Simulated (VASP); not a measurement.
# Mo (Im-3m) in VASP: notebook

Aim: see how the results for Mo move with the level of theory and the settings. Levels: HSE06, PBEsol-based global hybrid with 25 % exact exchange. Tasks: single point, relaxation of cell and atoms.

All numbers are computed with VASP 6.6.1; they aren't measurements. Logs are shortened: lines on timing, memory, paths and dates and some standing lists are left out, and cuts for length are marked.

**1. The cell of the first run**

The structure is cubic, space group Im-3m (No. 229). The conventional cell has a = 3.103 Å, b = 3.103 Å, c = 3.103 Å, α = 90.00°, β = 90.00°, γ = 90.00°. Within 3.5 Å of Mo (site symmetry m-3m) lie 14 Mo at 2.69 to 3.10 Å.

**2. Single point, HSE06**

The input, POSCAR:

```
Mo
1.0
   -1.5514772677      1.5514772677      1.5514772677
    1.5514772677     -1.5514772677      1.5514772677
    1.5514772677      1.5514772677     -1.5514772677
Mo
1
Direct
    0.0000000000      0.0000000000      0.0000000000
```

The input, INCAR.step1:

```
ALGO = Normal ; EDIFF = 1E-5
ENCUT = 520 ; GGA = PE
ISIF = 2 ; ISMEAR = -1
LASPH = T ; LCHARG = F
LREAL = F ; LWAVE = T
NBANDS = 13 ; NELM = 60
PREC = Accurate ; SIGMA = 0.05
```

The input, INCAR.step2:

```
ALGO = Normal ; EDIFF = 1E-7
ENCUT = 520 ; GGA = PE
HFSCREEN = 0.2079 ; ISIF = 2
ISMEAR = -1 ; ISTART = 1
LASPH = T ; LCHARG = F
LHFCALC = T ; LREAL = F
LWAVE = F ; NBANDS = 13
NELM = 60 ; PREC = Accurate
PRECFOCK = Normal ; SIGMA = 0.05
```

The input, KPOINTS:

```
k-points
0
Gamma
  8 8 8
```

Potentials or basis: VASP PAW PBE potentials, release 64 (Mo_sv).

Run with:

```sh
$ cat potpaw_PBE.64/Mo_sv/POTCAR > POTCAR
$ cp INCAR.step1 INCAR
$ mpirun -np 1 vasp_std > vasp.out
$ cp INCAR.step2 INCAR
$ mpirun -np 1 vasp_std > vasp.out
```

OUTCAR:

```text
EDIFF = 1E-7
   ENCUT = 520
   GGA = PE
   HFSCREEN = 0.2079
   ISIF = 2
   ISMEAR = -1
   ISTART = 1
   LASPH = T
   LHFCALC = T
   LREAL = F
   NELM = 60
   PREC = Accurate
   PRECFOCK = Normal

 ion  position               nearest neighbor table
   1  0.000  0.000  0.000-

  LATTYP: Found a body centered cubic cell.
 ALAT       =     3.1029545354

  Lattice vectors:

 A1 = (  -1.5514772677,   1.5514772677,   1.5514772677)
 A2 = (   1.5514772677,  -1.5514772677,   1.5514772677)
 A3 = (   1.5514772677,   1.5514772677,  -1.5514772677)

Analysis of symmetry for initial positions (statically):
=====================================================================
 Subroutine PRICEL returns:
 Original cell was already a primitive cell.

 Routine SETGRP: Setting up the symmetry group for a
 body centered cubic supercell.

 Subroutine GETGRP returns: Found 48 space group operations
 (whereof 48 operations were pure point group operations)
 out of a pool of 48 trial point group operations.

The static configuration has the point symmetry O_h .

Analysis of symmetry for dynamics (positions and initial velocities):
=====================================================================
 Subroutine PRICEL returns:
 Original cell was already a primitive cell.

 Routine SETGRP: Setting up the symmetry group for a
 body centered cubic supercell.

 Subroutine GETGRP returns: Found 48 space group operations
 (whereof 48 operations were pure point group operations)
 out of a pool of 48 trial point group operations.

The dynamic configuration has the point symmetry O_h .

 Subroutine INISYM returns: Found 48 space group operations
 (whereof 48 operations are pure point group operations),
 and found     1 'primitive' translations

----------------------------------------------------------------------------------------

                                     Primitive cell

  volume of cell :      14.9381

  direct lattice vectors                    reciprocal lattice vectors
    -1.551477268  1.551477268  1.551477268     0.000000000  0.322273494  0.322273494
     1.551477268 -1.551477268  1.551477268     0.322273494  0.000000000  0.322273494
     1.551477268  1.551477268 -1.551477268     0.322273494  0.322273494  0.000000000

[... 92 lines left out ...]
   NELECT =      14.0000    total number of electrons
   NUPDOWN=      -1.0000    fix difference up-down
   EMIN   =  10.00;   EMAX   =-10.00  energy-range for DOS
   EFERMI =   0.00;   METHOD = LEGACY
   ISMEAR =    -1;   SIGMA  =   0.05  broadening in eV -4-tet -1-fermi 0-gaus
   EFERMI_NEDOS =   21; number of points for ismear=-14 and -15
   IALGO  =     38    algorithm
   IMIX   =      1    mixing-type and parameters
     AMIX     =   0.40;   BMIX     =  1.00
     AMIX_MAG =   1.60;   BMIX_MAG =  1.00
  volume/ion in A,a.u.               =      14.94       100.81
  Fermi-wavevector in a.u.,A,eV,Ry     =   1.602085  3.027501 34.921732  2.566675
  Thomas-Fermi vector in A             =   2.698961
   LORBIT       =      0    0 simple, 1 ext, 2 COOP (PROOUT), +10 PAW based schemes
   GGA     = PE    functional components
   LHFCALC =     T    Hartree Fock is set to
   PRECFOCK=normal    Normal, Fast or Accurate (Low or Medium for compatibility)
   ENCUT4O =  -1.0   cutoff for four orbital integrals eV
   NKREDX  =     1    reduce k-point grid by
   NKREDY  =     1    reduce k-point grid by
   NKREDZ  =     1    reduce k-point grid by
   AEXX    =    0.2500 exact exchange contribution
   HFSCREEN=    0.2079 screening length (either q_TF or 0.3 A-1)
   HFSCREENC=   0.2079 screening length for correlation (either q_TF or 0.3 A-1)
   ENCUTFOCK=  -1.0 apply spherical cutoff to Coloumb kernel
   IVDW    =     0    specifies the selected vdW correction
   LEPSILON=     F    determine dielectric tensor
   LRPA    =     F    only Hartree local field effects (RPA)
 non-spin polarized calculation
  energy-cutoff  :      520.00
  volume of cell :       14.94
 maximum number of plane-waves:       420
  NGX = 16; NGY = 16; NGZ = 16

 number of electron      13.9999997 magnetization

 Free energy of the ion-electron system (eV)
  ---------------------------------------------------
  ext. energy  EPLUGINS =         0.00000000
  ---------------------------------------------------
  free energy    TOTEN  =       -12.85486744 eV

  energy without entropy =      -12.85183855  energy(sigma->0) =      -12.85335299

 E-fermi :  13.1428     XC(G=0): -11.1216

 val. band max:       13.0784050606   @ k =   0.3750   0.0000   0.0000
 cond. band min:      13.2490020368   @ k =  -0.2500   0.2500   0.1250
 fundamental gap:      0.1705969762
 Fermi energy:        13.1428305146

 k-point     1 :       0.0000    0.0000    0.0000
  band No.  band energies     occupation
      1     -52.3064      2.00000
      2     -23.9092      2.00000
      3     -23.9092      2.00000
      4     -23.9092      2.00000
      5       4.6651      2.00000
      6      11.4527      2.00000
      7      11.4527      2.00000
      8      11.4527      2.00000
      9      15.7514      0.00000
     10      15.7514      0.00000
     11      29.0284      0.00000
     12      29.0284      0.00000
     13      29.0284      0.00000
[... 354 lines left out ...]
  band No.  band energies     occupation
      1     -51.8734      2.00000
      2     -25.2530      2.00000
      3     -24.7229      2.00000
      4     -24.5621      2.00000
      5       8.4935      2.00000
      6       9.1803      2.00000
      7      12.3754      2.00000
      8      13.5228      0.00100
      9      16.7025      0.00000
     10      19.2488      0.00000
     11      28.7267      0.00000
     12      30.9071      0.00000
     13      31.9069      0.00000

 [... further k-points ...]

------------------------ aborting loop because EDIFF is reached ----------------------------------------

  FORCE on cell =-STRESS in cart. coord.  units (eV):
  Direction    XX          YY          ZZ          XY          YZ          ZX
  --------------------------------------------------------------------------------------
  -------------------------------------------------------------------------------------
  Total        1.1487003      1.1487003      1.1487003      0.0000000      0.0000000     -0.0000000
  in kB      123.2029450    123.2029450    123.2029450      0.0000000      0.0000000     -0.0000000
  external PRESSURE =     123.2029450 kB  Pullay stress =       0.0000000 kB

 VOLUME and BASIS-vectors are now :
 -----------------------------------------------------------------------------
  energy-cutoff  :      520.00
  volume of cell :       14.94
      direct lattice vectors                 reciprocal lattice vectors
    -1.551477268  1.551477268  1.551477268     0.000000000  0.322273494  0.322273494
     1.551477268 -1.551477268  1.551477268     0.322273494  0.000000000  0.322273494
     1.551477268  1.551477268 -1.551477268     0.322273494  0.322273494  0.000000000

 POSITION                                       TOTAL-FORCE (eV/Angst)
 -----------------------------------------------------------------------------------
      0.00000      0.00000      0.00000         0.000000      0.000000     -0.000000
 -----------------------------------------------------------------------------------
    total drift:                               -0.000000     -0.000000     -0.000000

  FREE ENERGIE OF THE ION-ELECTRON SYSTEM (eV)
  ---------------------------------------------------
  free  energy   TOTEN  =       -12.8548674372 eV

  energy  without entropy=      -12.8518385503  energy(sigma->0) =      -12.85335299
```

OSZICAR.step1:

```text
N       E                     dE             d eps       ncg     rms          rms(c)
DAV:   1     0.950578526511E+02    0.95058E+02   -0.83357E+03   770   0.112E+03
DAV:   2    -0.102953407585E+02   -0.10535E+03   -0.10141E+03   839   0.311E+02
DAV:   3    -0.114897538372E+02   -0.11944E+01   -0.11917E+01   839   0.332E+01
DAV:   4    -0.114923229737E+02   -0.25691E-02   -0.25691E-02   829   0.190E+00
DAV:   5    -0.114923382159E+02   -0.15242E-04   -0.15242E-04   864   0.132E-01    0.163E+01
DAV:   6    -0.109504241762E+02    0.54191E+00   -0.64912E-01   779   0.101E+01    0.484E+00
DAV:   7    -0.108730589151E+02    0.77365E-01   -0.14035E-01   829   0.448E+00    0.834E-01
DAV:   8    -0.108696366316E+02    0.34223E-02   -0.39898E-03   779   0.811E-01    0.146E-01
DAV:   9    -0.108696845366E+02   -0.47905E-04   -0.93896E-05   854   0.122E-01    0.718E-02
DAV:  10    -0.108696912114E+02   -0.66749E-05   -0.13948E-05   617   0.461E-02
   1 F= -.10869691E+02 E0= -.10865583E+02  d E =-.821613E-02
```

Run time: 64 min. Hardware: 1 thread of Intel Xeon Platinum 8259CL at 2.50GHz (Skylake/Cascade Lake), shared host; peak memory 0.24 GiB.

Results:

| Property | Result |
| --- | --- |
| Free energy | -12.8549 eV |
| Pressure | 12.3 GPa |
| Band gap on the k mesh | zero (bands 7 and 8 overlap by 6.59 eV) |

Levels at points of the mesh, in eV from the Fermi level:
```csv
k point,band 5,band 6,band 7,band 8,band 9,band 10
"(0.00, 0.00, 0.00)",-8.48,-1.69,-1.69,-1.69,2.61,2.61
"(0.50, 0.00, 0.00)",-6.42,-4.24,1.67,2.56,3.27,5.82
"(0.50, 0.50, 0.50)",-6.48,-6.48,4.90,4.90,4.90,10.22
```

Caveat: the cell stands under pressure; the PAW data sets were made with another functional, which shifts forces and pressure a little.

**3. Relaxation of cell and atoms, PBEsol-based global hybrid with 25 % exact exchange**

This run uses another cell than the first one, of 15.89 Å³/atom.

The input, POSCAR:

```
Mo
1.0
   -1.5838089719      1.5838089719      1.5838089719
    1.5838089719     -1.5838089719      1.5838089719
    1.5838089719      1.5838089719     -1.5838089719
Mo
1
Direct
    0.0000000000      0.0000000000      0.0000000000
```

The input, INCAR.step1:

```
ALGO     = Normal         # electronic algorithm
EDIFF    = 1E-5           # SCF threshold, eV
ENCUT    = 600            # plane-wave cutoff, eV
GGA      = PE             # functional
ISMEAR   = -1             # smearing method
LASPH    = T              # aspherical terms in the spheres
LCHARG   = F              # write CHGCAR
LREAL    = F              # projectors in reciprocal space
LWAVE    = T              # write WAVECAR
NBANDS   = 13             # bands
NELM     = 100            # most SCF steps
PREC     = Accurate       # precision mode
SIGMA    = 0.05           # smearing width, eV
```

The input, INCAR.step2:

```
AEXX     = 0.25           # exact-exchange fraction
ALGO     = Normal         # electronic algorithm
EDIFF    = 1E-6           # SCF threshold, eV
EDIFFG   = -0.01          # ionic threshold
ENCUT    = 600            # plane-wave cutoff, eV
GGA      = PS             # functional
IBRION   = 2              # ionic algorithm
ISIF     = 3              # what is computed and relaxed
ISMEAR   = -1             # smearing method
ISTART   = 1            
LASPH    = T              # aspherical terms in the spheres
LCHARG   = F              # write CHGCAR
LHFCALC  = T              # exact exchange
LREAL    = F              # projectors in reciprocal space
LWAVE    = F              # write WAVECAR
NELM     = 100            # most SCF steps
NSW      = 60             # ionic steps
PREC     = Accurate       # precision mode
PRECFOCK = Normal       
SIGMA    = 0.05           # smearing width, eV
```

The input, KPOINTS:

```
k-points
0
Gamma
  6 6 6
```

Potentials or basis: VASP PAW PBE potentials, release 64 (Mo_sv).

Run with:

```sh
$ cat potpaw_PBE.64/Mo_sv/POTCAR > POTCAR
$ cp INCAR.step1 INCAR
$ mpirun -np 1 vasp_std > vasp.out
$ cp INCAR.step2 INCAR
$ mpirun -np 1 vasp_std > vasp.out
```

OUTCAR:

```text
AEXX = 0.25
   EDIFF = 1E-6
   EDIFFG = -0.01
   ENCUT = 600
   GGA = PS
   IBRION = 2
   ISIF = 3
   ISMEAR = -1
   ISTART = 1
   LASPH = T
   LHFCALC = T
   LREAL = F
   NELM = 100
   NSW = 60
   PREC = Accurate
   PRECFOCK = Normal

 ion  position               nearest neighbor table
   1  0.000  0.000  0.000-

  LATTYP: Found a body centered cubic cell.
 ALAT       =     3.1676179438

  Lattice vectors:

 A1 = (  -1.5838089719,   1.5838089719,   1.5838089719)
 A2 = (   1.5838089719,  -1.5838089719,   1.5838089719)
 A3 = (   1.5838089719,   1.5838089719,  -1.5838089719)

Analysis of symmetry for initial positions (statically):
=====================================================================
 Subroutine PRICEL returns:
 Original cell was already a primitive cell.

 Routine SETGRP: Setting up the symmetry group for a
 body centered cubic supercell.

 Subroutine GETGRP returns: Found 48 space group operations
 (whereof 48 operations were pure point group operations)
 out of a pool of 48 trial point group operations.

The static configuration has the point symmetry O_h .

Analysis of symmetry for dynamics (positions and initial velocities):
[... 148 lines left out ...]

 number of electron      14.0000002 magnetization

 Free energy of the ion-electron system (eV)
  ---------------------------------------------------
  ext. energy  EPLUGINS =         0.00000000
  ---------------------------------------------------
  free energy    TOTEN  =       -14.72462826 eV

  energy without entropy =      -14.72462805  energy(sigma->0) =      -14.72462816

------------------------ aborting loop because EDIFF is reached ----------------------------------------

  FORCE on cell =-STRESS in cart. coord.  units (eV):
  Direction    XX          YY          ZZ          XY          YZ          ZX
  --------------------------------------------------------------------------------------
  -------------------------------------------------------------------------------------
  Total       -1.4271444     -1.4271444     -1.4271444      0.0000000      0.0000000     -0.0000000
  in kB     -143.8832053   -143.8832053   -143.8832053      0.0000000      0.0000000     -0.0000000
  external PRESSURE =    -143.8832053 kB  Pullay stress =       0.0000000 kB
[... 127 lines left out ...]
--------------------------------------- Ionic step        5  -------------------------------------------

 number of electron      13.9999999 magnetization

 Free energy of the ion-electron system (eV)
  ---------------------------------------------------
  ext. energy  EPLUGINS =         0.00000000
  ---------------------------------------------------
  free energy    TOTEN  =       -14.76211585 eV

  energy without entropy =      -14.76211570  energy(sigma->0) =      -14.76211577

 E-fermi :  12.9215     XC(G=0): -10.7580

 val. band max:       12.2198880506   @ k =   0.1667   0.0000   0.0000
 cond. band min:      13.6543714670   @ k =  -0.3333   0.3333   0.1667
 fundamental gap:      1.4344834164
 Fermi energy:        12.9215233532

 k-point     1 :       0.0000    0.0000    0.0000
  band No.  band energies     occupation
      1     -52.9081      2.00000
      2     -24.5510      2.00000
      3     -24.5510      2.00000
      4     -24.5510      2.00000
      5       3.9791      2.00000
      6      10.7296      2.00000
      7      10.7296      2.00000
      8      10.7296      2.00000
      9      15.8212      0.00000
     10      15.8212      0.00000
     11      29.1251      0.00000
[... 236 lines left out ...]
  FREE ENERGIE OF THE ION-ELECTRON SYSTEM (eV)
  ---------------------------------------------------
  free  energy   TOTEN  =       -14.7621158458 eV

  energy  without entropy=      -14.7621156981  energy(sigma->0) =      -14.76211577

 reached required accuracy - stopping structural energy minimisation
```

OUTCAR.step1:

```text
EDIFF = 1E-5
   ENCUT = 600
   GGA = PE
   ISMEAR = -1
   LASPH = T
   LREAL = F
[... 459 lines left out ...]

 POSITION                                       TOTAL-FORCE (eV/Angst)
 -----------------------------------------------------------------------------------
      0.00000      0.00000      0.00000        -0.000000     -0.000000     -0.000000
 -----------------------------------------------------------------------------------
    total drift:                               -0.000000      0.000000      0.000000

  FREE ENERGIE OF THE ION-ELECTRON SYSTEM (eV)
  ---------------------------------------------------
  free  energy   TOTEN  =       -10.9998540335 eV

  energy  without entropy=      -10.9986303337  energy(sigma->0) =      -10.99924218
```

Wall time 65 min (1 thread of AMD EPYC 7R13 (Zen 3), shared host); peak memory 0.13 GiB.

What came out:

```
Free energy                           : -14.7621 eV
Relaxed volume                        : 15.09 Å³/atom
Relaxed cell                          : a = 2.697 Å, b = 2.697 Å, c = 2.697 Å, α = 109.47°, β = 109.47°, γ = 109.47°
Space group after relaxing (to 0.1 Å) : Im-3m (No. 229)
Energy gained by relaxing             : 37.5 meV/atom
Ionic steps                           : 5
Pressure after relaxing               : 0.1 GPa
Band gap on the k mesh                : zero (bands 7 and 8 overlap by 7.50 eV)
```

Step by step:
```tsv
step	energy change (eV)	largest force (eV/Å)	pressure (GPa)	volume (Å³)
1	0.0000	0.0000	-14.39	15.89
2	0.4038	0.0000	71.68	12.83
3	-0.0373	0.0000	-1.09	15.15
4	-0.0375	0.0000	-0.28	15.11
5	-0.0375	0.0000	0.05	15.09
```

Final structure:
```
Mo
1.0
    -1.55684    1.55684    1.55684
     1.55684   -1.55684    1.55684
     1.55684    1.55684   -1.55684
Mo
1
Direct
  0.00000 0.00000 0.00000
```

Levels at points of the mesh, in eV from the Fermi level:
```
           k point  band 5  band 6  band 7  band 8  band 9  band 10
(0.00, 0.00, 0.00)   -8.94   -2.19   -2.19   -2.19    2.90     2.90
(0.50, 0.00, 0.00)   -6.82   -4.63    1.87    2.90    3.57     6.13
(0.50, 0.50, 0.50)   -6.88   -6.88    5.31    5.31    5.31    10.50
```

Caveat: the k points lie up to 0.48 Å⁻¹ apart in the final cell, too coarse for converged energies and pressures of a metal; the PAW data sets were made with another functional, which shifts forces and pressure a little.

The gap in the log of VASP goes by the Fermi energy; the results here count the filled bands.